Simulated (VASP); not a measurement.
Write the native input for VASP 6.6.1 that does the following.

```
Task                   : single point
Functional             : PBEsol
Potentials or basis    : VASP PAW PBE potentials, release 64 (Ti_sv, O)
Cutoff                 : 520 eV
k mesh                 : 6 × 6 × 4
Occupations            : gaussian, width 0.02 eV
Spin                   : no spin polarisation
Dipole correction      : no
Further INCAR settings : ALGO = Normal; EDIFF = 1e-06; NBANDS = 60
```

The structure of TiO2 lies in POSCAR:

```
TiO2
1.0
    6.2013111806     -1.9023827835      0.0001602677
    6.2013111806      1.9023827835      0.0001602677
   -1.9431143458      0.0000000000      6.1738932448
Ti O
4 8
Direct
    0.8032391818      0.8032391818      0.7137247111
    0.1006387451      0.1006387451      0.7065461986
    0.1967608182      0.1967608182      0.2862752889
    0.8993612549      0.8993612549      0.2934538014
    0.0578027555      0.0578027555      0.3678766240
    0.6383213579      0.6383213579      0.7036121018
    0.1353919645      0.1353919645      0.0039988155
    0.9421972445      0.9421972445      0.6321233760
    0.7369563264      0.7369563264      0.3488484954
    0.8646080355      0.8646080355      0.9960011845
    0.2630436736      0.2630436736      0.6511515046
    0.3616786421      0.3616786421      0.2963878982
```

This cell differs from its parent crystal: biaxial strain in the a-b plane: +2.0 %.

The input as run:

INCAR

```
SYSTEM = TiO2
  ALGO = Normal
  EDIFF = 1E-6
  ENCUT = 520
  GGA = PS
  ISIF = 2
  ISMEAR = 0
  LASPH = .TRUE.
  LCHARG = .TRUE.
  LELF = .TRUE.
  LREAL = .FALSE.
  LVHAR = .TRUE.
  LWAVE = .FALSE.
  NBANDS = 60
  NELM = 60
  PREC = Accurate
  SIGMA = 0.02
```

KPOINTS

```
k-points
0
G
  6 6 4
  0 0 0
```

Potentials or basis: VASP PAW PBE potentials, release 64 (Ti_sv, O).

Run with:

```console
$ cat potpaw_PBE.64/Ti_sv/POTCAR potpaw_PBE.64/O/POTCAR > POTCAR
$ mpirun -np 1 vasp_std > vasp.out
```

It gave:

| Property | Result |
| --- | --- |
| Pressure | -4.3 GPa |
| Largest force | 0.537 eV/Å |
| Band gap on the k mesh | 2.71 eV (least direct gap 2.86 eV) |

Caveat: the cell differs from its parent crystal (biaxial strain in the a-b plane: +2.0 %); the cell stands under tension; the PAW data sets were made with another functional, which shifts forces and pressure a little.

Run time: 5.4 min on 1 thread of Intel(R) Xeon(R) 6975P-C (Granite Rapids), with other jobs on the host, peak memory 0.5 GiB.
